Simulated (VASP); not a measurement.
# MgCdS (P4/mmm) in VASP: relaxation of cell and atoms with PBE

Aim: the relaxation of cell and atoms of MgCdS with PBE.

Program: VASP 6.6.1. These are calculated values, not measurements. Logs are shortened: lines on timing, memory, paths and dates and some standing lists are left out, and cuts for length are marked.

## 1. The cell of the first run

Symmetry: P4/mmm, No. 123, tetragonal system. The conventional cell has a = 4.519 Å, b = 4.519 Å, c = 4.556 Å, α = 90.00°, β = 90.00°, γ = 90.00°. Within 3.0 Å of Mg (site symmetry 4/mmm) lie 2 S at 2.28 Å. Cd (site symmetry 4/mmm) has 4 Mg at 3.20 Å and 8 S at 3.92 Å within 4.2 Å. Within 3.0 Å of S (site symmetry 4/mmm) lie 2 Mg at 2.28 Å.

The cell was built from a structure type or drawn by symmetry, and may not be a known phase.

## 2. Relaxation of cell and atoms, PBE

INCAR

```
SYSTEM = MgCdS
PREC     = Accurate       ! precision mode
ENCUT    = 600            ! plane-wave cutoff, eV
EDIFF    = 1E-6           ! SCF threshold, eV
ISMEAR   = 0              ! smearing method
SIGMA    = 0.01           ! smearing width, eV
LREAL    = .False.        ! projectors in reciprocal space
LASPH    = .True.         ! aspherical terms in the spheres
NELM     = 100            ! most SCF steps
ALGO     = Normal         ! electronic algorithm
ISIF     = 3              ! what is computed and relaxed
LWAVE    = .False.        ! write WAVECAR
LCHARG   = .False.        ! write CHGCAR
GGA      = PE             ! functional
IBRION   = 2              ! ionic algorithm
NSW      = 100            ! ionic steps
EDIFFG   = -0.01          ! ionic threshold
```

KPOINTS

```
regular mesh
0
Gamma
  8 8 8
  0 0 0
```

POSCAR

```
MgCdS
1.0
    4.5190116049      0.0000000000      0.0000000000
    0.0000000000      4.5190116049      0.0000000000
    0.0000000000      0.0000000000      4.5557787450
Mg Cd S
1 1 1
Direct
    0.5000000000      0.5000000000      0.5000000000
    0.0000000000      0.0000000000      0.5000000000
    0.5000000000      0.5000000000      0.0000000000
```

Potentials or basis: VASP PAW PBE potentials, release 64 (Mg, Cd, S).

Started as:

```
cat potpaw_PBE.64/Mg/POTCAR potpaw_PBE.64/Cd/POTCAR potpaw_PBE.64/S/POTCAR > POTCAR
mpirun -np 1 vasp_std > vasp.out
```

OUTCAR:

```text
SYSTEM = MgCdS
   PREC = Accurate
   ENCUT = 600
   EDIFF = 1E-6
   ISMEAR = 0
   LREAL = .False.
   LASPH = .True.
   NELM = 100
   ISIF = 3
   GGA = PE
   IBRION = 2
   NSW = 100
   EDIFFG = -0.01

 ion  position               nearest neighbor table
   1  0.500  0.500  0.500-   3 2.28   3 2.28   2 3.20   2 3.20   2 3.20   2 3.20
   2  0.000  0.000  0.500-   1 3.20   1 3.20   1 3.20   1 3.20
   3  0.500  0.500  0.000-   1 2.28   1 2.28

  LATTYP: Found a simple tetragonal cell.
 ALAT       =     4.5190116049
 C/A-ratio  =     1.0081361022

  Lattice vectors:

 A1 = (   4.5190116049,   0.0000000000,   0.0000000000)
 A2 = (   0.0000000000,   4.5190116049,   0.0000000000)
 A3 = (   0.0000000000,   0.0000000000,   4.5557787450)

Analysis of symmetry for initial positions (statically):
=====================================================================
 Subroutine PRICEL returns:
 Original cell was already a primitive cell.

 Routine SETGRP: Setting up the symmetry group for a
 simple tetragonal supercell.

 Subroutine GETGRP returns: Found 16 space group operations
 (whereof 16 operations were pure point group operations)
 out of a pool of 16 trial point group operations.

The static configuration has the point symmetry D_4h.

Analysis of symmetry for dynamics (positions and initial velocities):
=====================================================================
 Subroutine PRICEL returns:
 Original cell was already a primitive cell.

 Routine SETGRP: Setting up the symmetry group for a
 simple tetragonal supercell.

 Subroutine GETGRP returns: Found 16 space group operations
 (whereof 16 operations were pure point group operations)
 out of a pool of 16 trial point group operations.

The dynamic configuration has the point symmetry D_4h.

 Subroutine INISYM returns: Found 16 space group operations
 (whereof 16 operations are pure point group operations),
 and found     1 'primitive' translations

----------------------------------------------------------------------------------------

                                     Primitive cell

  volume of cell :      93.0357

  direct lattice vectors                    reciprocal lattice vectors
     4.519011605  0.000000000  0.000000000     0.221287327  0.000000000  0.000000000
     0.000000000  4.519011605  0.000000000     0.000000000  0.221287327  0.000000000
     0.000000000  0.000000000  4.555778745     0.000000000  0.000000000  0.219501441

  length of vectors
     4.519011605  4.519011605  4.555778745     0.221287327  0.221287327  0.219501441

  position of ions in fractional coordinates (direct lattice)
     0.500000000  0.500000000  0.500000000
     0.000000000  0.000000000  0.500000000
     0.500000000  0.500000000  0.000000000

  ion indices of the primitive-cell ions
   primitive index   ion index
                 1           1
                 2           2
                 3           3

----------------------------------------------------------------------------------------

 KPOINTS: regular mesh

Automatic generation of k-mesh.
 Grid dimensions read from file:
 generate k-points for:    8    8    8

 Generating k-lattice:

  Cartesian coordinates                     Fractional coordinates (reciprocal lattice)
     0.027660916  0.000000000  0.000000000     0.125000000  0.000000000  0.000000000
     0.000000000  0.027660916  0.000000000     0.000000000  0.125000000  0.000000000
     0.000000000  0.000000000  0.027437680     0.000000000  0.000000000  0.125000000

  Length of vectors
     0.027660916  0.027660916  0.027437680

  Shift w.r.t. Gamma in fractional coordinates (k-lattice)
     0.000000000  0.000000000  0.000000000

 Subroutine IBZKPT returns following result:
 ===========================================

 Found     75 irreducible k-points:

 Following reciprocal coordinates:
            Coordinates               Weight
  0.000000  0.000000  0.000000      1.000000
  0.125000  0.000000  0.000000      4.000000
  0.250000  0.000000  0.000000      4.000000
  0.375000  0.000000  0.000000      4.000000
  0.500000  0.000000  0.000000      2.000000
  0.125000  0.125000  0.000000      4.000000
[... 16 lines left out ...]
  0.375000  0.125000  0.125000     16.000000
  0.500000  0.125000  0.125000      8.000000
 [... further k-points ...]
   k-points           NKPTS =     75   k-points in BZ     NKDIM =     75   number of bands    NBANDS=     14
   number of dos      NEDOS =    301   number of ions     NIONS =      3
   total plane-waves  NPLWV =  46656
   dimension x,y,z NGX =    36 NGY =   36 NGZ =   36
   dimension x,y,z NGXF=    72 NGYF=   72 NGZF=   72
   ions per type =               1   1   1
   NGX,Y,Z   is equivalent  to a cutoff of  13.24, 13.24, 13.14 a.u.
   NGXF,Y,Z  is equivalent  to a cutoff of  26.49, 26.49, 26.27 a.u.
 SYSTEM =  MgCdS
   PREC   = accura    normal or accurate (medium, high low for compatibility)
   ISTART =      0    job   : 0-new  1-cont  2-samecut
   ICHARG =      2    charge: 1-file 2-atom 10-const
   ISPIN  =      1    spin polarized calculation?
   LNONCOLLINEAR =      F non collinear calculations
   LSORBIT =      F    spin-orbit coupling
   LASPH  =      T    aspherical Exc in radial PAW
   ENCUT  =  600.0 eV  44.10 Ry    6.64 a.u.   9.03  9.03  9.10*2*pi/ulx,y,z
   NELM   =    100;   NELMIN=  2; NELMDL= -5     # of ELM steps
   EDIFF  = 0.1E-05   stopping-criterion for ELM
   LREAL  =      F    real-space projection
   EDIFFG = -.1E-01   stopping-criterion for IOM
   NSW    =    100    number of steps for IOM
   IBRION =      2    ionic relax: 0-MD 1-quasi-New 2-CG
   NFREE  =      1    steps in history (QN), initial steepest desc. (CG)
   ISIF   =      3    stress and relaxation
   ISYM   =      2    0-nonsym 1-usesym 2-fastsym
   POTIM  = 0.5000    time-step for ionic-motion
   TEBEG  =    0.0;   TEEND  =   0.0 temperature during run
   PSTRESS=    0.0 pullay stress
   NELECT =      20.0000    total number of electrons
   NUPDOWN=      -1.0000    fix difference up-down
   EMIN   =  10.00;   EMAX   =-10.00  energy-range for DOS
   EFERMI =   0.00;   METHOD = LEGACY
   ISMEAR =     0;   SIGMA  =   0.01  broadening in eV -4-tet -1-fermi 0-gaus
   EFERMI_NEDOS =   21; number of points for ismear=-14 and -15
   IALGO  =     38    algorithm
   IMIX   =      4    mixing-type and parameters
     AMIX     =   0.40;   BMIX     =  1.00
     AMIX_MAG =   1.60;   BMIX_MAG =  1.00
  volume/ion in A,a.u.               =      31.01       209.28
  Fermi-wavevector in a.u.,A,eV,Ry     =   0.980697  1.853249 13.085637  0.961767
  Thomas-Fermi vector in A             =   2.111647
   LORBIT       =      0    0 simple, 1 ext, 2 COOP (PROOUT), +10 PAW based schemes
   GGA     = PE    functional components
   LHFCALC =     F    Hartree Fock is set to
   AEXX    =    0.0000 exact exchange contribution
   IVDW    =     0    specifies the selected vdW correction
   LEPSILON=     F    determine dielectric tensor
   LRPA    =     F    only Hartree local field effects (RPA)
 conjugate gradient relaxation of ions
 non-spin polarized calculation
 Gauss-broadening in eV      SIGMA  =   0.01
  energy-cutoff  :      600.00
  volume of cell :       93.04
 maximum number of plane-waves:      3136
   NGX = 19   NGY = 19   NGZ = 19

--------------------------------------- Ionic step        1  -------------------------------------------

 number of electron      20.0000001 magnetization

 Free energy of the ion-electron system (eV)
  ---------------------------------------------------
  ext. energy  EPLUGINS =         0.00000000
  ---------------------------------------------------
  free energy    TOTEN  =        -6.86892171 eV

  energy without entropy =       -6.86886490  energy(sigma->0) =       -6.86889331

------------------------ aborting loop because EDIFF is reached ----------------------------------------

  FORCE on cell =-STRESS in cart. coord.  units (eV):
  Direction    XX          YY          ZZ          XY          YZ          ZX
  --------------------------------------------------------------------------------------
  -------------------------------------------------------------------------------------
  Total        0.0329013      0.0329013     -0.1228248      0.0000000      0.0000000      0.0000000
  in kB        0.5665965      0.5665965     -2.1151783      0.0000000      0.0000000      0.0000000
  external PRESSURE =      -0.3273284 kB  Pullay stress =       0.0000000 kB
[... 133 lines left out ...]
  energy  without entropy=       -6.8690732283  energy(sigma->0) =       -6.86907974

--------------------------------------- Ionic step        5  -------------------------------------------

 number of electron      19.9999998 magnetization

 Free energy of the ion-electron system (eV)
  ---------------------------------------------------
  ext. energy  EPLUGINS =         0.00000000
  ---------------------------------------------------
  free energy    TOTEN  =        -6.86917323 eV

  energy without entropy =       -6.86917236  energy(sigma->0) =       -6.86917279

 E-fermi :   0.4292     XC(G=0):  -7.8909

 val. band max:        0.4077444142   @ k =   0.5000   0.1250   0.0000
 cond. band min:       0.4507232742   @ k =   0.5000   0.0000   0.1250
 fundamental gap:      0.0429788600
 Fermi energy:         0.4292322238

 k-point     1 :       0.0000    0.0000    0.0000
  band No.  band energies     occupation
      1     -11.2580      2.00000
      2      -7.6891      2.00000
      3      -7.6833      2.00000
      4      -7.5920      2.00000
      5      -7.5152      2.00000
      6      -7.5152      2.00000
      7      -2.8976      2.00000
      8      -2.4956      2.00000
      9      -0.9158      2.00000
     10      -0.9158      2.00000
     11       4.3032      0.00000
     12       4.6761      0.00000
     13       4.6761      0.00000
     14       5.2209      0.00000
[... 375 lines left out ...]
 k-point    24 :       0.5000    0.1250    0.1250
  band No.  band energies     occupation
      1     -11.1348      2.00000
      2      -7.7146      2.00000
      3      -7.6457      2.00000
      4      -7.5442      2.00000
      5      -7.5378      2.00000
      6      -7.5177      2.00000
      7      -3.0404      2.00000
      8      -2.6567      2.00000
      9      -0.9079      2.00000
     10       0.2461      2.00000
     11       0.7661      0.00000
     12       3.7079      0.00000
     13       5.0796      0.00000
     14       5.6437      0.00000

 [... further k-points ...]

------------------------ aborting loop because EDIFF is reached ----------------------------------------

  FORCE on cell =-STRESS in cart. coord.  units (eV):
  Direction    XX          YY          ZZ          XY          YZ          ZX
  --------------------------------------------------------------------------------------
  -------------------------------------------------------------------------------------
  Total        0.0064445      0.0064445      0.0212572      0.0000000      0.0000000      0.0000000
  in kB        0.1104504      0.1104504      0.3643208      0.0000000      0.0000000      0.0000000
  external PRESSURE =       0.1950739 kB  Pullay stress =       0.0000000 kB
[... 18 lines left out ...]
  FREE ENERGIE OF THE ION-ELECTRON SYSTEM (eV)
  ---------------------------------------------------
  free  energy   TOTEN  =        -6.8691732287 eV

  energy  without entropy=       -6.8691723574  energy(sigma->0) =       -6.86917279

 reached required accuracy - stopping structural energy minimisation
```

Run time: 7 min. Hardware: 1 thread of Intel Xeon 8259CL, shared host; peak memory 0.33 GiB.

What came out:

```
Free energy                           : -6.8692 eV
Relaxed volume                        : 31.16 Å³/atom
Relaxed cell                          : a = 4.534 Å, b = 4.534 Å, c = 4.547 Å, α = 90.00°, β = 90.00°, γ = 90.00°
Space group after relaxing (to 0.1 Å) : P4/mmm (No. 123)
Energy gained by relaxing             : 0.1 meV/atom
Ionic steps                           : 5
Pressure after relaxing               : 0.0 GPa
Band gap on the k mesh                : 0.04 eV (least direct gap 0.05 eV)
```

The path:
```tsv
step	energy change (eV)	largest force (eV/Å)	pressure (GPa)	volume (Å³)
1	0.0000	0.0000	-0.03	93.04
2	-0.0001	0.0000	0.09	92.95
3	-0.0001	0.0000	0.06	92.97
4	-0.0002	0.0000	0.05	93.10
5	-0.0003	0.0000	0.02	93.48
```

Final structure:
```yaml
crystal:
  lattice:
    - [4.53405, 0.00000, 0.00000]
    - [0.00000, 4.53405, 0.00000]
    - [0.00000, 0.00000, 4.54736]
  atoms:
    - { symbol: Mg, position: [0.50000, 0.50000, 0.50000] }
    - { symbol: Cd, position: [0.00000, 0.00000, 0.50000] }
    - { symbol: S, position: [0.50000, 0.50000, 0.00000] }
```

Levels at points of the mesh, in eV from the valence-band top:
```
           k point  band 7  band 8  band 9  band 10  band 11  band 12  band 13  band 14
(0.00, 0.00, 0.00)   -3.31   -2.90   -1.32    -1.32     3.90     4.27     4.27     4.81
(0.50, 0.00, 0.00)   -3.64   -2.74   -1.04    -0.37     0.16     4.07     4.44     5.47
(0.50, 0.50, 0.00)   -2.69   -2.38   -2.38    -1.71     2.38     2.38     2.44     6.11
(0.00, 0.00, 0.50)   -5.07   -0.94   -0.94    -0.94     2.07     2.81     2.81     6.02
(0.50, 0.00, 0.50)   -4.34   -2.31   -1.95    -0.88     1.84     4.10     4.74     4.93
(0.50, 0.50, 0.50)   -3.82   -1.54   -1.54    -1.06     0.29     0.29     2.81     5.53
```
